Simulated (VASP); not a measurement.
# Al: single point with PBE

The system is Al.

```
Al
1.0
     4.24003    0.00000    0.00000
     0.00000    4.24003    0.00000
     0.00000    0.00000    4.24003
Al
3
Cartesian
  0.0000 2.1200 2.1200
  2.1200 2.1200 0.0000
  2.1200 0.0000 2.1200
```

```yaml
Program: VASP 6.6.1
Task: single point
Functional: PBE
Potentials_or_basis: VASP PAW PBE potentials, release 64 (Al)
Cutoff: 400 eV
k_mesh: 8 × 8 × 8
Occupations: gaussian, width 0.1 eV
Spin: no spin polarisation
```

```
Pressure : -9.1 GPa
```

Levels at points of the mesh, in eV from the Fermi level:
```csv
k point,band 2,band 3,band 4,band 5,band 6,band 7
"(0.00, 0.00, 0.00)",-0.88,-0.88,-0.88,-0.40,-0.40,2.17
"(0.50, 0.00, 0.00)",-5.69,0.29,0.29,1.01,2.01,2.01
"(0.50, 0.50, 0.00)",-4.60,-4.60,-2.36,1.74,2.72,2.72
"(0.50, 0.50, 0.50)",-3.34,-3.34,-3.34,-1.64,-1.64,-1.64
```

It took 28 s on 1 thread of Intel Xeon 8259CL, with other jobs on the host, peak memory 0.15 GiB.
